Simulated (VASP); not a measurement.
# LiCo3Pt (Pm-3m) in VASP: further runs, part 2 of 2

VASP 6.6.1. Earlier steps stand in the parts before.

### 3 Relaxation of cell and atoms, PBE

This run uses another cell than the first one, of 10.89 Å³/atom, 0.575 times its volume.

INCAR

```
PREC = Accurate ; ENCUT = 600
EDIFF = 1E-7 ; ISMEAR = 0
SIGMA = 0.1 ; LREAL = F
LASPH = T ; NELM = 100
ALGO = Normal ; ISIF = 3
LWAVE = F ; LCHARG = F
GGA = PE ; IBRION = 2
NSW = 90 ; EDIFFG = -0.04
```

KPOINTS

```
regular mesh
0
Gamma
  4 4 4
```

POSCAR

```
LiCo3Pt
1.0
    3.7897285002      0.0000000000      0.0000000000
    0.0000000000      3.7897285002      0.0000000000
    0.0000000000      0.0000000000      3.7897285002
Li Co Pt
1 3 1
Direct
    0.0000000000      0.0000000000      0.0000000000
    0.0000000000      0.5000000000      0.5000000000
    0.5000000000      0.0000000000      0.5000000000
    0.5000000000      0.5000000000      0.0000000000
    0.5000000000      0.5000000000      0.5000000000
```

Potentials or basis: VASP PAW PBE potentials, release 64 (Li_sv, Co, Pt).

Run with:

```sh
cat potpaw_PBE.64/Li_sv/POTCAR potpaw_PBE.64/Co/POTCAR potpaw_PBE.64/Pt/POTCAR > POTCAR
mpirun -np 1 vasp_std > vasp.out
```

OUTCAR:

```text
PREC = Accurate
   ENCUT = 600
   EDIFF = 1E-7
   ISMEAR = 0
   LREAL = F
   LASPH = T
   NELM = 100
   ISIF = 3
   GGA = PE
   IBRION = 2
   NSW = 90
   EDIFFG = -0.04

 ion  position               nearest neighbor table
   1  0.000  0.000  0.000-   2 2.68   3 2.68   4 2.68   2 2.68   3 2.68   2 2.68   4 2.68   2 2.68
                             3 2.68   4 2.68   3 2.68   4 2.68
   2  0.000  0.500  0.500-   5 1.89   5 1.89   4 2.68   1 2.68   1 2.68   4 2.68   1 2.68   3 2.68
                             1 2.68   3 2.68   4 2.68   3 2.68   4 2.68   3 2.68
   3  0.500  0.000  0.500-   5 1.89   5 1.89   4 2.68   1 2.68   1 2.68   4 2.68   2 2.68   4 2.68
                             2 2.68   4 2.68   1 2.68   2 2.68   1 2.68   2 2.68
   4  0.500  0.500  0.000-   5 1.89   5 1.89   3 2.68   1 2.68   2 2.68   3 2.68   2 2.68   1 2.68
                             3 2.68   3 2.68   1 2.68   2 2.68   2 2.68   1 2.68
   5  0.500  0.500  0.500-   2 1.89   3 1.89   4 1.89   4 1.89   3 1.89   2 1.89

  LATTYP: Found a simple cubic cell.
 ALAT       =     3.7897285002

  Lattice vectors:

 A1 = (   3.7897285002,   0.0000000000,   0.0000000000)
 A2 = (   0.0000000000,   3.7897285002,   0.0000000000)
 A3 = (   0.0000000000,   0.0000000000,   3.7897285002)

Analysis of symmetry for initial positions (statically):
=====================================================================
 Subroutine PRICEL returns:
 Original cell was already a primitive cell.

 Routine SETGRP: Setting up the symmetry group for a
 simple cubic supercell.

 Subroutine GETGRP returns: Found 48 space group operations
 (whereof 48 operations were pure point group operations)
 out of a pool of 48 trial point group operations.

The static configuration has the point symmetry O_h .

Analysis of symmetry for dynamics (positions and initial velocities):
=====================================================================
 Subroutine PRICEL returns:
 Original cell was already a primitive cell.

 Routine SETGRP: Setting up the symmetry group for a
 simple cubic supercell.

 Subroutine GETGRP returns: Found 48 space group operations
 (whereof 48 operations were pure point group operations)
 out of a pool of 48 trial point group operations.

[... 84 lines left out ...]
   ICHARG =      2    charge: 1-file 2-atom 10-const
   ISPIN  =      1    spin polarized calculation?
   LNONCOLLINEAR =      F non collinear calculations
   LSORBIT =      F    spin-orbit coupling
   LASPH  =      T    aspherical Exc in radial PAW
   ENCUT  =  600.0 eV  44.10 Ry    6.64 a.u.   7.57  7.57  7.57*2*pi/ulx,y,z
   NELM   =    100;   NELMIN=  2; NELMDL= -5     # of ELM steps
   EDIFF  = 0.1E-06   stopping-criterion for ELM
   LREAL  =      F    real-space projection
   EDIFFG = -.4E-01   stopping-criterion for IOM
   NSW    =     90    number of steps for IOM
   IBRION =      2    ionic relax: 0-MD 1-quasi-New 2-CG
   NFREE  =      1    steps in history (QN), initial steepest desc. (CG)
   ISIF   =      3    stress and relaxation
   ISYM   =      2    0-nonsym 1-usesym 2-fastsym
   POTIM  = 0.5000    time-step for ionic-motion
   TEBEG  =    0.0;   TEEND  =   0.0 temperature during run
   PSTRESS=    0.0 pullay stress
   NELECT =      40.0000    total number of electrons
   NUPDOWN=      -1.0000    fix difference up-down
   EMIN   =  10.00;   EMAX   =-10.00  energy-range for DOS
   EFERMI =   0.00;   METHOD = LEGACY
   ISMEAR =     0;   SIGMA  =   0.10  broadening in eV -4-tet -1-fermi 0-gaus
   EFERMI_NEDOS =   21; number of points for ismear=-14 and -15
   IALGO  =     38    algorithm
   IMIX   =      4    mixing-type and parameters
     AMIX     =   0.40;   BMIX     =  1.00
     AMIX_MAG =   1.60;   BMIX_MAG =  1.00
  volume/ion in A,a.u.               =      10.89        73.46
  Fermi-wavevector in a.u.,A,eV,Ry     =   1.477361  2.791808 29.696029  2.182597
  Thomas-Fermi vector in A             =   2.591775
   LORBIT       =      0    0 simple, 1 ext, 2 COOP (PROOUT), +10 PAW based schemes
   GGA     = PE    functional components
   LHFCALC =     F    Hartree Fock is set to
   AEXX    =    0.0000 exact exchange contribution
   IVDW    =     0    specifies the selected vdW correction
   LEPSILON=     F    determine dielectric tensor
   LRPA    =     F    only Hartree local field effects (RPA)
 conjugate gradient relaxation of ions
 non-spin polarized calculation
 Gauss-broadening in eV      SIGMA  =   0.10
  energy-cutoff  :      600.00
  volume of cell :       54.43
 maximum number of plane-waves:      1856
   NGX = 15   NGY = 15   NGZ = 15

--------------------------------------- Ionic step        1  -------------------------------------------

 number of electron      40.0000007 magnetization

 Free energy of the ion-electron system (eV)
  ---------------------------------------------------
  ext. energy  EPLUGINS =         0.00000000
  ---------------------------------------------------
  free energy    TOTEN  =       -10.23863093 eV

  energy without entropy =      -10.20533630  energy(sigma->0) =      -10.22198362

 E-fermi :  11.0119     XC(G=0): -12.5748

 val. band max:       10.9680686879   @ k =   0.5000   0.2500   0.2500
 cond. band min:      11.0409621808   @ k =   0.2500   0.2500   0.0000
 fundamental gap:      0.0728934929
 Fermi energy:        11.0119105008
[... 700 lines left out ...]
--------------------------------------- Ionic step        5  -------------------------------------------

 number of electron      39.9999948 magnetization

 Free energy of the ion-electron system (eV)
  ---------------------------------------------------
  ext. energy  EPLUGINS =         0.00000000
  ---------------------------------------------------
  free energy    TOTEN  =       -22.39314400 eV

  energy without entropy =      -22.29388722  energy(sigma->0) =      -22.34351561

 E-fermi :   4.3467     XC(G=0):  -9.8521

 val. band max:        4.3289710851   @ k =   0.5000   0.2500   0.2500
 cond. band min:       4.3581355899   @ k =   0.2500   0.2500   0.2500
 fundamental gap:      0.0291645048
 Fermi energy:         4.3467202773
[... 300 lines left out ...]
  FREE ENERGIE OF THE ION-ELECTRON SYSTEM (eV)
  ---------------------------------------------------
  free  energy   TOTEN  =       -22.3931440024 eV

  energy  without entropy=      -22.2938872229  energy(sigma->0) =      -22.34351561

 reached required accuracy - stopping structural energy minimisation
```

CONTCAR:

```text
LiCo3Pt
   1.00000000000000
     4.5466823901738511   -0.0000000000000000    0.0000000000000000
    -0.0000000000000000    4.5466823901738511   -0.0000000000000000
     0.0000000000000000   -0.0000000000000000    4.5466823901738511
  Li              Co              Pt
     1     3     1
Direct
     0.0000000000000000    0.0000000000000000    0.0000000000000000
     0.0000000000000000    0.5000000000000000    0.5000000000000000
     0.5000000000000000    0.0000000000000000    0.5000000000000000
     0.5000000000000000    0.5000000000000000    0.0000000000000000
     0.5000000000000000    0.5000000000000000    0.5000000000000000

  0.00000000E+00  0.00000000E+00  0.00000000E+00
  0.00000000E+00  0.00000000E+00  0.00000000E+00
  0.00000000E+00  0.00000000E+00  0.00000000E+00
  0.00000000E+00  0.00000000E+00  0.00000000E+00
  0.00000000E+00  0.00000000E+00  0.00000000E+00
```

It took 2.2 min on 1 thread of Intel Xeon 6975P-C, shared host; peak memory 0.18 GiB.

What came out:

- Free energy: -22.3931 eV
- Relaxed volume: 18.80 Å³/atom
- Relaxed cell: a = 4.547 Å, b = 4.547 Å, c = 4.547 Å, α = 90.00°, β = 90.00°, γ = 90.00°
- Space group after relaxing (to 0.05 Å): Pm-3m (No. 221)
- Energy gained by relaxing: 2430.9 meV/atom
- Ionic steps: 5
- Pressure after relaxing: 0.1 GPa
- Band gap on the k mesh: zero (band 20 reaches 4.74 eV, above the bottom of band 21 at 4.20 eV)

Step by step:
```csv
step,energy change (eV),largest force (eV/Å),pressure (GPa),volume (Å³)
1,0.0000,0.0000,157.11,54.43
2,-5.0861,0.0000,-12.63,189.25
3,-12.0606,0.0000,-4.81,100.08
4,-12.1286,0.0000,-2.65,97.17
5,-12.1545,0.0000,0.12,93.99
```

Final structure:
```
Li Co Pt
1.0
     4.54668    0.00000    0.00000
     0.00000    4.54668    0.00000
     0.00000    0.00000    4.54668
Li Co Pt
1 3 1
Direct
  0.00000 0.00000 0.00000
  0.00000 0.50000 0.50000
  0.50000 0.00000 0.50000
  0.50000 0.50000 0.00000
  0.50000 0.50000 0.50000
```

Caveat: the k points lie up to 0.35 Å⁻¹ apart in the final cell; the cutoff is under 1.25 times the usual one of these potentials, so pressure, stress and relaxed cells hold a basis-set (Pulay) error; the volume moved by over 15 % at a fixed basis, so the end points are rough; spin-orbit coupling is left out, which moves the levels of the heavy elements.

### 4 Single point, PBE

This run uses another cell than the first one, of 19.02 Å³/atom, 1.005 times its volume.

INCAR

```
SYSTEM = LiCo3Pt
ALGO = Normal ; EDIFF = 1E-6
ENCUT = 520 ; GGA = PE
ISIF = 2 ; ISMEAR = 0
LASPH = .TRUE. ; LCHARG = .FALSE.
LREAL = .FALSE. ; LWAVE = .FALSE.
NBANDS = 28 ; NELM = 100
PREC = Accurate ; SIGMA = 0.1
```

KPOINTS

```
k-points
0
G
  8 8 8
  0 0 0
```

POSCAR: that of step 3 with these lines changed.

```diff
@@ -2,5 +2,5 @@
 1.0
-    3.7897285002      0.0000000000      0.0000000000
-    0.0000000000      3.7897285002      0.0000000000
-    0.0000000000      0.0000000000      3.7897285002
+    4.5646250637      0.0000000000      0.0000000000
+    0.0000000000      4.5646250637      0.0000000000
+    0.0000000000      0.0000000000      4.5646250637
 Li Co Pt
```

Run with:

```sh
cat potpaw_PBE.64/Li_sv/POTCAR potpaw_PBE.64/Co/POTCAR potpaw_PBE.64/Pt/POTCAR > POTCAR
mpirun -np 1 vasp_std > vasp.out
```

Wall time 62 s (1 thread of Intel Xeon 6975P-C, shared host); peak memory 0.26 GiB.

The run converged. Its results:

```
Free energy            : -22.4584 eV
Band gap on the k mesh : zero (band 20 reaches 4.63 eV, above the bottom of band 21 at 4.09 eV)
```

Levels at points of the mesh, in eV from the Fermi level:
```tsv
k point	band 18	band 19	band 20	band 21	band 22	band 23
(0.00, 0.00, 0.00)	0.40	0.40	0.40	0.66	0.66	0.97
(0.50, 0.00, 0.00)	-0.28	-0.24	0.04	0.04	0.39	0.57
(0.50, 0.50, 0.00)	-0.26	-0.25	-0.09	0.04	0.04	0.19
(0.50, 0.50, 0.50)	-0.11	-0.11	-0.10	-0.10	-0.10	1.23
```

Caveat: the cutoff is under 1.25 times the usual one of these potentials, so pressure, stress and relaxed cells hold a basis-set (Pulay) error; spin-orbit coupling is left out, which moves the levels of the heavy elements. Spin polarisation is off, so any magnetic state and its effect on volume and gap are missing.

### 5 Single point, PBE, collinear spin, ferromagnetic start

This run uses another cell than the first one, of 10.89 Å³/atom, 0.575 times its volume.

INCAR

```
  PREC = Accurate
  ENCUT = 520
  EDIFF = 1E-7
  ISMEAR = 0
  SIGMA = 0.1
  LREAL = False
  LASPH = True
  NELM = 150
  ALGO = Normal
  ISIF = 2
  LWAVE = False
  LCHARG = False
  ISPIN = 2
  MAGMOM = 0 3 3 3 0
  LORBIT = 11
  LMAXMIX = 4
  GGA = PE
  NBANDS = 32
```

KPOINTS

```
regular mesh
0
Gamma
  6 6 6
```

POSCAR: that of step 4 with these lines changed.

```diff
@@ -2,5 +2,5 @@
 1.0
-    4.5646250637      0.0000000000      0.0000000000
-    0.0000000000      4.5646250637      0.0000000000
-    0.0000000000      0.0000000000      4.5646250637
+    3.7897285002      0.0000000000      0.0000000000
+    0.0000000000      3.7897285002      0.0000000000
+    0.0000000000      0.0000000000      3.7897285002
 Li Co Pt
```

Run with:

```sh
cat potpaw_PBE.64/Li_sv/POTCAR potpaw_PBE.64/Co/POTCAR potpaw_PBE.64/Pt/POTCAR > POTCAR
mpirun -np 1 vasp_std > vasp.out
```

Wall time 77 s (1 thread of Intel Xeon 6975P-C, shared host); peak memory 0.21 GiB.

It converged, with:

* Free energy: -10.0936 eV
* Band gap on the k mesh: zero (filled and empty bands overlap)
* Net moment: 0.00 μB per cell

Levels at points of the mesh, in eV from the Fermi level:
Spin up:
```csv
k point,band 16,band 17,band 18,band 19,band 20,band 21,band 22,band 23
"(0.00, 0.00, 0.00)",-1.06,0.10,0.52,0.52,0.52,1.39,1.39,1.39
"(0.50, 0.00, 0.00)",-1.29,-1.20,-0.82,-0.75,0.33,0.33,1.37,1.51
"(0.50, 0.50, 0.00)",-2.34,-1.50,-0.86,-0.53,-0.41,0.23,0.23,0.30
"(0.50, 0.50, 0.50)",-2.79,-2.79,-0.58,-0.58,-0.48,-0.48,-0.48,1.09
```
Spin down:
| k point | band 16 | band 17 | band 18 | band 19 | band 20 | band 21 | band 22 | band 23 |
| --- | --- | --- | --- | --- | --- | --- | --- | --- |
| (0.00, 0.00, 0.00) | -1.06 | 0.09 | 0.52 | 0.52 | 0.52 | 1.39 | 1.39 | 1.39 |
| (0.50, 0.00, 0.00) | -1.29 | -1.20 | -0.82 | -0.75 | 0.33 | 0.33 | 1.37 | 1.51 |
| (0.50, 0.50, 0.00) | -2.34 | -1.50 | -0.86 | -0.53 | -0.41 | 0.23 | 0.23 | 0.30 |
| (0.50, 0.50, 0.50) | -2.79 | -2.79 | -0.58 | -0.58 | -0.48 | -0.48 | -0.48 | 1.09 |

Caveat: the cutoff is under 1.25 times the usual one of these potentials, so pressure, stress and relaxed cells hold a basis-set (Pulay) error; the starting moments collapsed, and a magnetic state may lie lower; spin-orbit coupling is left out, which moves the levels of the heavy elements.

### 6 Relaxation of cell and atoms, PBE

INCAR

```
PREC = Accurate
ENCUT = 600
EDIFF = 1E-6
ISMEAR = 0
SIGMA = 0.1
LREAL = False
LASPH = True
NELM = 80
ALGO = Normal
ISIF = 3
LWAVE = False
LCHARG = False
GGA = PE
IBRION = 2
NSW = 100
EDIFFG = -0.01
```

KPOINTS

```
Automatic mesh
0
Gamma
  8 8 8
```

POSCAR: that of step 5 with these lines changed.

```diff
@@ -2,5 +2,5 @@
 1.0
-    3.7897285002      0.0000000000      0.0000000000
-    0.0000000000      3.7897285002      0.0000000000
-    0.0000000000      0.0000000000      3.7897285002
+    4.5573210017      0.0000000000      0.0000000000
+    0.0000000000      4.5573210017      0.0000000000
+    0.0000000000      0.0000000000      4.5573210017
 Li Co Pt
```

Potentials or basis: VASP PAW PBE potentials, release 64 (Li_sv, Co, Pt).

Run with:

```sh
cat potpaw_PBE.64/Li_sv/POTCAR potpaw_PBE.64/Co/POTCAR potpaw_PBE.64/Pt/POTCAR > POTCAR
mpirun -np 1 vasp_std > vasp.out
```

Run time: 78 s. Hardware: 1 thread of Intel Xeon 6975P-C, shared host; peak memory 0.27 GiB.

It converged, with:

- Free energy: -22.4574 eV
- Pressure after relaxing: 0.0 GPa
- Band gap on the k mesh: zero (band 20 reaches 4.68 eV, above the bottom of band 21 at 4.13 eV)

Final structure:
```cif
data_structure
_symmetry_space_group_name_H-M 'P 1'
_symmetry_Int_Tables_number 1
_cell_length_a 4.5573
_cell_length_b 4.5573
_cell_length_c 4.5573
_cell_angle_alpha 90.000
_cell_angle_beta 90.000
_cell_angle_gamma 90.000
_cell_volume 94.65
loop_
_atom_site_label
_atom_site_type_symbol
_atom_site_fract_x
_atom_site_fract_y
_atom_site_fract_z
_atom_site_occupancy
Li1 Li 0.00000 0.00000 0.00000 1
Co1 Co 0.00000 0.50000 0.50000 1
Co2 Co 0.50000 0.00000 0.50000 1
Co3 Co 0.50000 0.50000 0.00000 1
Pt1 Pt 0.50000 0.50000 0.50000 1
```

Levels at points of the mesh, in eV from the Fermi level:
| k point | band 18 | band 19 | band 20 | band 21 | band 22 | band 23 |
| --- | --- | --- | --- | --- | --- | --- |
| (0.00, 0.00, 0.00) | 0.40 | 0.40 | 0.40 | 0.66 | 0.66 | 0.97 |
| (0.50, 0.00, 0.00) | -0.28 | -0.24 | 0.05 | 0.05 | 0.40 | 0.58 |
| (0.50, 0.50, 0.00) | -0.26 | -0.25 | -0.09 | 0.04 | 0.04 | 0.19 |
| (0.50, 0.50, 0.50) | -0.11 | -0.11 | -0.10 | -0.10 | -0.10 | 1.24 |

Caveat: the cutoff is under 1.25 times the usual one of these potentials, so pressure, stress and relaxed cells hold a basis-set (Pulay) error; the relaxation stopped at its first step, so nothing moved; spin-orbit coupling is left out, which moves the levels of the heavy elements. Spin polarisation is off, so any magnetic state and its effect on volume and gap are missing.

### 7 The runs side by side

```csv
task,cell,k mesh,cutoff (eV),gap on the mesh (eV),pressure (GPa)
single point,"a = 4.557 Å, 5 atoms",4 × 4 × 4,520,none,-
relaxation of cell and atoms,"relaxed from a = 3.790 Å, 5 atoms",4 × 4 × 4,600,none,0.1
single point,"a = 4.565 Å, 5 atoms",8 × 8 × 8,520,none,-
relaxation of cell and atoms,"relaxed from a = 4.557 Å, 5 atoms",8 × 8 × 8,600,none,0.0
```

Alike in all rows: level PBE; potentials or basis VASP PAW PBE potentials, release 64 (Li_sv, Co, Pt); no spin polarisation; smearing gaussian 0.1 eV.

Caveats: some runs use coarse meshes; the cutoff is under 1.25 times the usual one of these potentials, so pressure, stress and relaxed cells hold a basis-set (Pulay) error; spin-orbit coupling is left out, which moves the levels of the heavy elements; the volume moved by over 15 % at a fixed basis, so the end points are rough (some runs); the relaxation stopped at its first step, so nothing moved (some runs).

Absolute energies hang on the potentials; compare differences alone.
